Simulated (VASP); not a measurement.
# AlV2N3 (R32) in VASP: relaxation of cell and atoms with PBE

Aim: the relaxation of cell and atoms of AlV2N3 with PBE.

All numbers are computed with VASP 6.6.1; they aren't measurements. Logs are shortened: lines on timing, memory, paths and dates and some standing lists are left out, and cuts for length are marked.

## Step 1: The cell of the first run

The structure is trigonal, space group R32 (No. 155). Conventional cell: a = 5.356 Å, b = 5.356 Å, c = 8.962 Å, α = 90.00°, β = 90.00°, γ = 120.00°. Al (site symmetry 32) has 6 N at 2.33 Å and 8 V at 2.99 to 3.09 Å within 3.1 Å. V (site symmetry 3) has 6 N at 2.33 Å and 4 Al at 2.99 to 3.09 Å and 4 V at 2.99 to 3.09 Å within 3.1 Å. Within 3.1 Å of N (site symmetry 2) lie 4 V at 2.33 Å and 2 Al at 2.33 Å and 8 N at 2.99 to 3.09 Å.

## Step 2: Relaxation of cell and atoms, PBE, collinear spin, ferromagnetic start

Contents of INCAR:

```
  PREC = Accurate
  ENCUT = 600
  EDIFF = 1E-7
  ISMEAR = 0
  SIGMA = 0.1
  LREAL = False
  LASPH = True
  NELM = 200
  ALGO = Normal
  ISIF = 3
  LWAVE = False
  LCHARG = False
  ISPIN = 2
  MAGMOM = 0 -2 -2 0 0 0
  LORBIT = 11
  LMAXMIX = 4
  GGA = PE
  IBRION = 2
  NSW = 90
  EDIFFG = -0.04
  GGA_COMPAT = False
  NELMIN = 4
```

Contents of KPOINTS:

```
regular mesh
0
Gamma
  6 6 6
```

Contents of POSCAR:

```
AlV2N3
1.0
    2.6778204600      1.5460403600      2.9874097400
   -2.6778204600      1.5460403600      2.9874097400
    0.0000000000     -3.0920807300      2.9874097400
Al V N
1 2 3
Direct
    0.5000000000      0.5000000000      0.5000000000
    0.8333333300      0.8333333300      0.8333333300
    0.1666666700      0.1666666700      0.1666666700
    0.0000000000      0.3333333300      0.6666666700
    0.3333333300      0.6666666700      0.0000000000
    0.6666666700      0.0000000000      0.3333333300
```

Potentials or basis: VASP PAW PBE potentials, release 64 (Al, V_sv, N).

Run with:

```sh
$ cat potpaw_PBE.64/Al/POTCAR potpaw_PBE.64/V_sv/POTCAR potpaw_PBE.64/N/POTCAR > POTCAR
$ mpirun -np 1 vasp_std > vasp.out
```

OUTCAR:

```text
PREC = Accurate
   ENCUT = 600
   EDIFF = 1E-7
   ISMEAR = 0
   LREAL = False
   LASPH = True
   NELM = 200
   ISIF = 3
   ISPIN = 2
   LORBIT = 11
   GGA = PE
   IBRION = 2
   NSW = 90
   EDIFFG = -0.04
   NELMIN = 4

 ion  position               nearest neighbor table
   1  0.500  0.500  0.500-   6 2.33   4 2.33   6 2.33   4 2.33   5 2.33   5 2.33   2 2.99   3 2.99
                             2 3.09   3 3.09   2 3.09   3 3.09   2 3.09   3 3.09
   2  0.833  0.833  0.833-   5 2.33   4 2.33   6 2.33   4 2.33   5 2.33   6 2.33   1 2.99   1 3.09
                             1 3.09   1 3.09
   3  0.167  0.167  0.167-   5 2.33   6 2.33   4 2.33   6 2.33   5 2.33   4 2.33   1 2.99   1 3.09
                             1 3.09   1 3.09
   4  0.000  0.333  0.667-   2 2.33   3 2.33   2 2.33   1 2.33   3 2.33   1 2.33
   5  0.333  0.667  0.000-   2 2.33   3 2.33   3 2.33   2 2.33   1 2.33   1 2.33
   6  0.667  0.000  0.333-   3 2.33   2 2.33   3 2.33   1 2.33   2 2.33   1 2.33

  LATTYP: Found a trigonal (rhomboedric) cell.
 ALAT       =     4.2994860350
 COS(alpha) =     0.2241820541

  Lattice vectors:

 A1 = (   2.6778204600,   1.5460403600,   2.9874097400)
 A2 = (  -2.6778204600,   1.5460403600,   2.9874097400)
 A3 = (   0.0000000000,  -3.0920807300,   2.9874097400)

Analysis of symmetry for initial positions (statically):
=====================================================================
 Subroutine PRICEL returns:
 Original cell was already a primitive cell.

 Routine SETGRP: Setting up the symmetry group for a
 trigonal (rhombohedral) supercell.

 Subroutine GETGRP returns: Found  6 space group operations
 (whereof  6 operations were pure point group operations)
 out of a pool of 12 trial point group operations.

The static configuration has the point symmetry D_3 .

Analysis of symmetry for dynamics (positions and initial velocities):
=====================================================================
 Subroutine PRICEL returns:
 Original cell was already a primitive cell.

 Routine SETGRP: Setting up the symmetry group for a
 trigonal (rhombohedral) supercell.

 Subroutine GETGRP returns: Found  6 space group operations
 (whereof  6 operations were pure point group operations)
 out of a pool of 12 trial point group operations.

The dynamic configuration has the point symmetry D_3 .

Analysis of structural, dynamic, and magnetic symmetry:
=====================================================================
 Subroutine PRICEL returns:
 Original cell was already a primitive cell.

 Routine SETGRP: Setting up the symmetry group for a
 trigonal (rhombohedral) supercell.

 Subroutine GETGRP returns: Found  6 space group operations
 (whereof  6 operations were pure point group operations)
 out of a pool of 12 trial point group operations.

The overall configuration has the point symmetry D_3 .

 Subroutine INISYM returns: Found  6 space group operations
 (whereof  6 operations are pure point group operations),
 and found     1 'primitive' translations

----------------------------------------------------------------------------------------

                                     Primitive cell

  volume of cell :      74.2076

  direct lattice vectors                    reciprocal lattice vectors
     2.677820460  1.546040360  2.987409740     0.186719016  0.107802274  0.111579382
    -2.677820460  1.546040360  2.987409740    -0.186719016  0.107802274  0.111579382
     0.000000000 -3.092080730  2.987409740     0.000000000 -0.215604548  0.111579382

  length of vectors
     4.299486035  4.299486035  4.299486039     0.242765895  0.242765895  0.242765894

  position of ions in fractional coordinates (direct lattice)
     0.500000000  0.500000000  0.500000000
     0.833333330  0.833333330  0.833333330
     0.166666670  0.166666670  0.166666670
     1.000000000  0.333333330  0.666666670
     0.333333330  0.666666670  0.000000000
     0.666666670  1.000000000  0.333333330

  ion indices of the primitive-cell ions
   primitive index   ion index
                 1           1
                 2           2
                 3           3
                 4           4
                 5           5
                 6           6

----------------------------------------------------------------------------------------

 KPOINTS: regular mesh

Automatic generation of k-mesh.
 Grid dimensions read from file:
 generate k-points for:    6    6    6

 Generating k-lattice:

  Cartesian coordinates                     Fractional coordinates (reciprocal lattice)
     0.031119836  0.017967046  0.018596564     0.166666667  0.000000000  0.000000000
    -0.031119836  0.017967046  0.018596564     0.000000000  0.166666667  0.000000000
     0.000000000 -0.035934091  0.018596564     0.000000000  0.000000000  0.166666667

  Length of vectors
     0.040460982  0.040460982  0.040460982

  Shift w.r.t. Gamma in fractional coordinates (k-lattice)
     0.000000000  0.000000000  0.000000000

 Subroutine IBZKPT returns following result:
 ===========================================

 Found     32 irreducible k-points:

 Following reciprocal coordinates:
            Coordinates               Weight
  0.000000  0.000000  0.000000      1.000000
  0.166667 -0.000000  0.000000      6.000000
  0.333333  0.000000  0.000000      6.000000
  0.500000  0.000000  0.000000      3.000000
  0.166667  0.166667  0.000000      6.000000
  0.333333  0.166667  0.000000     12.000000
[... 16 lines left out ...]
  0.500000  0.500000  0.166667      6.000000
 -0.333333  0.500000  0.166667     12.000000
 [... further k-points ...]
   k-points           NKPTS =     32   k-points in BZ     NKDIM =     32   number of bands    NBANDS=     28
   number of dos      NEDOS =    301   number of ions     NIONS =      6
   total plane-waves  NPLWV =  46656
   dimension x,y,z NGX =    36 NGY =   36 NGZ =   36
   dimension x,y,z NGXF=    72 NGYF=   72 NGZF=   72
   ions per type =               1   2   3
   NGX,Y,Z   is equivalent  to a cutoff of  13.92, 13.92, 13.92 a.u.
   NGXF,Y,Z  is equivalent  to a cutoff of  27.84, 27.84, 27.84 a.u.
 SYSTEM =  unknown system
   PREC   = accura    normal or accurate (medium, high low for compatibility)
   ISTART =      0    job   : 0-new  1-cont  2-samecut
   ICHARG =      2    charge: 1-file 2-atom 10-const
   ISPIN  =      2    spin polarized calculation?
   LNONCOLLINEAR =      F non collinear calculations
   LSORBIT =      F    spin-orbit coupling
   LASPH  =      T    aspherical Exc in radial PAW
   ENCUT  =  600.0 eV  44.10 Ry    6.64 a.u.   8.59  8.59  8.59*2*pi/ulx,y,z
   NELM   =    200;   NELMIN=  4; NELMDL= -5     # of ELM steps
   EDIFF  = 0.1E-06   stopping-criterion for ELM
   LREAL  =      F    real-space projection
   EDIFFG = -.4E-01   stopping-criterion for IOM
   NSW    =     90    number of steps for IOM
   IBRION =      2    ionic relax: 0-MD 1-quasi-New 2-CG
   NFREE  =      1    steps in history (QN), initial steepest desc. (CG)
   ISIF   =      3    stress and relaxation
   ISYM   =      2    0-nonsym 1-usesym 2-fastsym
   POTIM  = 0.5000    time-step for ionic-motion
   TEBEG  =    0.0;   TEEND  =   0.0 temperature during run
   PSTRESS=    0.0 pullay stress
   NELECT =      44.0000    total number of electrons
   NUPDOWN=      -1.0000    fix difference up-down
   EMIN   =  10.00;   EMAX   =-10.00  energy-range for DOS
   EFERMI =   0.00;   METHOD = LEGACY
   ISMEAR =     0;   SIGMA  =   0.10  broadening in eV -4-tet -1-fermi 0-gaus
   EFERMI_NEDOS =   21; number of points for ismear=-14 and -15
   IALGO  =     38    algorithm
   IMIX   =      4    mixing-type and parameters
     AMIX     =   0.40;   BMIX     =  1.00
     AMIX_MAG =   1.60;   BMIX_MAG =  1.00
  volume/ion in A,a.u.               =      12.37        83.46
  Fermi-wavevector in a.u.,A,eV,Ry     =   1.375339  2.599013 25.736183  1.891556
  Thomas-Fermi vector in A             =   2.500683
   LORBIT       =     11    0 simple, 1 ext, 2 COOP (PROOUT), +10 PAW based schemes
   GGA     = PE    functional components
   LHFCALC =     F    Hartree Fock is set to
   AEXX    =    0.0000 exact exchange contribution
   IVDW    =     0    specifies the selected vdW correction
   LEPSILON=     F    determine dielectric tensor
   LRPA    =     F    only Hartree local field effects (RPA)
 conjugate gradient relaxation of ions
 spin polarized calculation
 Gauss-broadening in eV      SIGMA  =   0.10
  energy-cutoff  :      600.00
  volume of cell :       74.21
 maximum number of plane-waves:      2502
 NGX is ok and might be reduce to    36
   NGX = 17   NGY = 17   NGZ = 17

--------------------------------------- Ionic step        1  -------------------------------------------

 number of electron      44.0000010 magnetization      -1.9604834

 Free energy of the ion-electron system (eV)
  ---------------------------------------------------
  ext. energy  EPLUGINS =         0.00000000
  ---------------------------------------------------
  free energy    TOTEN  =       -47.39335525 eV

  energy without entropy =      -47.37614498  energy(sigma->0) =      -47.38475011

 E-fermi :   6.7807     XC(G=0): -11.3097

 val. band max:        6.7763636861   @ k =   0.5000   0.5000   0.3333
 cond. band min:       6.7842110510   @ k =  -0.3333   0.1667   0.1667
 fundamental gap:      0.0078473649
 Fermi energy:         6.7807394701

 spin component 1

 k-point     1 :       0.0000    0.0000    0.0000
  band No.  band energies     occupation
      1     -57.8431      1.00000
      2     -57.8208      1.00000
      3     -31.8200      1.00000
      4     -31.7581      1.00000
      5     -31.5839      1.00000
      6     -31.5839      1.00000
[... 1598 lines left out ...]
  FREE ENERGIE OF THE ION-ELECTRON SYSTEM (eV)
  ---------------------------------------------------
  free  energy   TOTEN  =       -51.4587574203 eV

  energy  without entropy=      -51.4341143919  energy(sigma->0) =      -51.44643591

[... ionic steps 4 to 7 ...]

--------------------------------------- Ionic step        8  -------------------------------------------

 number of electron      43.9999993 magnetization      -0.0000533

------------------------ aborting loop because EDIFF is reached ----------------------------------------
[... 75 lines left out ...]
--------------------------------------- Ionic step       10  -------------------------------------------

 number of electron      43.9999994 magnetization      -0.0000100

 Free energy of the ion-electron system (eV)
  ---------------------------------------------------
  ext. energy  EPLUGINS =         0.00000000
  ---------------------------------------------------
  free energy    TOTEN  =       -51.54896216 eV

  energy without entropy =      -51.52702044  energy(sigma->0) =      -51.53799130

 E-fermi :  10.7419     XC(G=0): -13.0446

 val. band max:       10.7399137769   @ k =  -0.3333  -0.3333   0.1667
 cond. band min:      10.7640259459   @ k =   0.5000   0.3333   0.0000
 fundamental gap:      0.0241121689
 Fermi energy:        10.7419067564

 spin component 1

 k-point     1 :       0.0000    0.0000    0.0000
  band No.  band energies     occupation
      1     -53.9561      1.00000
      2     -53.8401      1.00000
      3     -27.9692      1.00000
      4     -27.8625      1.00000
      5     -27.8625      1.00000
      6     -27.6777      1.00000
[... 1516 lines left out ...]
  FREE ENERGIE OF THE ION-ELECTRON SYSTEM (eV)
  ---------------------------------------------------
  free  energy   TOTEN  =       -51.5489621625 eV

  energy  without entropy=      -51.5270204445  energy(sigma->0) =      -51.53799130

 reached required accuracy - stopping structural energy minimisation

 total charge

# of ion       s       p       d       tot
------------------------------------------
    1        0.320   0.389   0.000   0.710
    2        2.268   6.295   3.152  11.715
    3        2.268   6.295   3.152  11.715
    4        1.242   2.475   0.000   3.717
    5        1.242   2.475   0.000   3.717
    6        1.242   2.475   0.000   3.717
--------------------------------------------------
tot          8.581  20.404   6.305  35.290

 magnetization (x)

# of ion       s       p       d       tot
------------------------------------------
    1       -0.000  -0.000   0.000  -0.000
    2       -0.000  -0.000  -0.000  -0.000
    3       -0.000  -0.000  -0.000  -0.000
    4        0.000   0.000   0.000   0.000
    5        0.000   0.000   0.000   0.000
    6        0.000   0.000   0.000   0.000
--------------------------------------------------
tot         -0.000   0.000  -0.000  -0.000
```

Wall time 15 min (1 thread of Intel Xeon Platinum 8488C (Sapphire Rapids), shared host); peak memory 0.33 GiB.

Results:

```
Free energy                                           : -51.5490 eV
Relaxed volume                                        : 8.82 Å³/atom
Relaxed cell                                          : a = 3.829 Å, b = 3.829 Å, c = 3.829 Å, α = 78.05°, β = 78.05°, γ = 78.05°
Space group after relaxing (to 0.1 Å)                 : R32 (No. 155)
Energy gained by relaxing                             : 692.6 meV/atom
Ionic steps                                           : 10
Pressure after relaxing                               : 0.0 GPa
Largest force after relaxing                          : 0.018 eV/Å
Band gap on the k mesh                                : zero (filled and empty bands overlap)
Net moment                                            : 0.00 μB per cell
Valence electrons inside the program's atomic spheres : Al 0.71; V 11.71; N 3.72
```

Forces in eV/Å, atoms in the order of the input:
```
Al   0.000  0.000  0.000
V    0.000  0.000 -0.018
V    0.000  0.000  0.018
N   -0.009  0.015  0.000
N    0.017  0.000  0.000
N   -0.009 -0.015  0.000
```

Stress tensor (GPa, compression positive):
```
-0.14  0.00  0.00
 0.00 -0.14  0.00
 0.00  0.00  0.29
```

The path:
| step | energy change (eV) | largest force (eV/Å) | pressure (GPa) | volume (Å³) |
| --- | --- | --- | --- | --- |
| 1 | 0.0000 | 0.4610 | -44.92 | 74.21 |
| 2 | -1.0075 | 0.6921 | 100.81 | 42.73 |
| 3 | -4.0654 | 0.6628 | -5.93 | 54.29 |
| 4 | -4.0767 | 0.6352 | -2.65 | 53.64 |
| 5 | -4.0766 | 0.6179 | -0.69 | 53.27 |
| 6 | -4.1385 | 0.0798 | 3.94 | 52.15 |
| 7 | -4.1495 | 0.2144 | 2.47 | 52.46 |
| 8 | -4.1526 | 0.0526 | -2.14 | 53.33 |
| 9 | -4.1549 | 0.1147 | -0.35 | 52.98 |
| 10 | -4.1556 | 0.0183 | 0.01 | 52.94 |

Final structure:
```yaml
crystal:
  lattice:
    - [2.41108, 1.39204, 2.62909]
    - [-2.41108, 1.39204, 2.62909]
    - [0.00000, -2.78408, 2.62909]
  atoms:
    - { symbol: Al, position: [0.50000, 0.50000, 0.50000] }
    - { symbol: V, position: [0.83871, 0.83871, 0.83871] }
    - { symbol: V, position: [0.16129, 0.16129, 0.16129] }
    - { symbol: N, position: [0.00000, 0.33198, 0.66802] }
    - { symbol: N, position: [0.33198, 0.66802, 0.00000] }
    - { symbol: N, position: [0.66802, 0.00000, 0.33198] }
```

Levels at points of the mesh, in eV from the Fermi level:
Spin up:
```csv
k point,band 20,band 21,band 22,band 23,band 24,band 25
"(0.00, 0.00, 0.00)",-1.72,-1.59,0.79,0.79,2.14,2.31
"(0.50, 0.00, 0.00)",-2.95,-0.98,-0.21,0.20,1.47,1.90
"(0.50, 0.50, 0.00)",-2.36,-1.73,-0.38,0.19,1.39,1.66
"(0.50, 0.50, 0.50)",-2.11,-0.18,-0.18,1.18,1.59,1.59
```
Spin down:
```csv
k point,band 18,band 19,band 20,band 21,band 22,band 23,band 24,band 25,band 26,band 27
"(0.00, 0.00, 0.00)",-3.19,-3.19,-1.72,-1.59,0.79,0.79,2.14,2.31,2.31,3.39
"(0.50, 0.00, 0.00)",-3.63,-3.21,-2.95,-0.98,-0.21,0.20,1.47,1.90,2.11,2.83
"(0.50, 0.50, 0.00)",-3.20,-2.73,-2.36,-1.73,-0.38,0.19,1.39,1.66,1.95,2.47
"(0.50, 0.50, 0.50)",-4.03,-2.11,-2.11,-0.18,-0.18,1.18,1.59,1.59,1.85,2.17
```

Caveat: the volume moved by over 15 % at a fixed basis, so the end points are rough.
